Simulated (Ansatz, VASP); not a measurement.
# HgS: VASP beside Ansatz

```
Hg S
1.0
     0.00000    2.99575    2.99575
     2.99575    0.00000    2.99575
     2.99575    2.99575    0.00000
Hg S
1 1
Direct
  0.00000 0.00000 0.00000
  0.75000 0.75000 0.75000
```

Alike in both runs: functional PBE; k mesh 12 × 12 × 12; occupations gaussian, width 0.1 eV; no spin polarisation.

Ansatz relaxed the structure, and its values are those at the end. VASP's run is a single point on that final structure, the one shown.

```csv
,VASP,Ansatz
version,VASP 6.6.1,Ansatz 0.2.0
potentials or method,"VASP PAW PBE potentials, release 64 (Hg, S), cutoff 500 eV","scalar-relativistic, plane waves, PAW"
valence electrons in the cell,18,26
```

```csv
,VASP,Ansatz,Ansatz less VASP
gap on the k mesh at the Fermi level (eV),none,none,-
pressure (GPa),0.2,0.0,-0.23
```

A gap of «none» marks a metal or a gap that the smearing closes. With one functional, cell and mesh, what is left measures potentials, basis and numerics. VASP's potentials hold 18 valence electrons a cell and Ansatz's 26, so a difference there can come from the potentials and not from the codes.

Neither program's run includes spin-orbit coupling.
